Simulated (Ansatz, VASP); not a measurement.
## Two plane-wave programs on Al

```xyz
4
Lattice="2.8508 0.0000 0.0000 -1.4254 2.4689 0.0000 0.0000 0.0000 9.2726" Properties=species:S:1:pos:R:3 pbc="T T T"
Al    0.0000    0.0000    0.0000
Al    0.0000    1.6459    2.3182
Al    0.0000    0.0000    4.6363
Al    1.4254    0.8230    6.9545
```

Alike in both runs: task relaxation of cell and atoms; functional PBEsol; k mesh 18 × 18 × 5; occupations gaussian, width 0.1 eV; no spin polarisation.

```csv
,VASP,Ansatz
version,VASP 6.6.1,Ansatz 0.2.0
potentials or method,"VASP PAW PBE potentials, release 64 (Al), cutoff 600 eV","scalar-relativistic, plane waves, PAW"
valence electrons in the cell,12,12
```

|  | VASP | Ansatz | Ansatz less VASP |
| --- | --- | --- | --- |
| gap on the k mesh at the Fermi level, each at its own relaxed structure (eV) | none | none | - |
| relaxed volume (Å³/atom) | 16.23 | 16.23 | +0.001 |
| relaxed cell length with the largest relative difference (Å) | 9.252 | 9.248 | -0.0040 |

VASP's potentials were made for PBE, not for PBEsol. A gap of «none» marks a metal or a gap that the smearing closes.
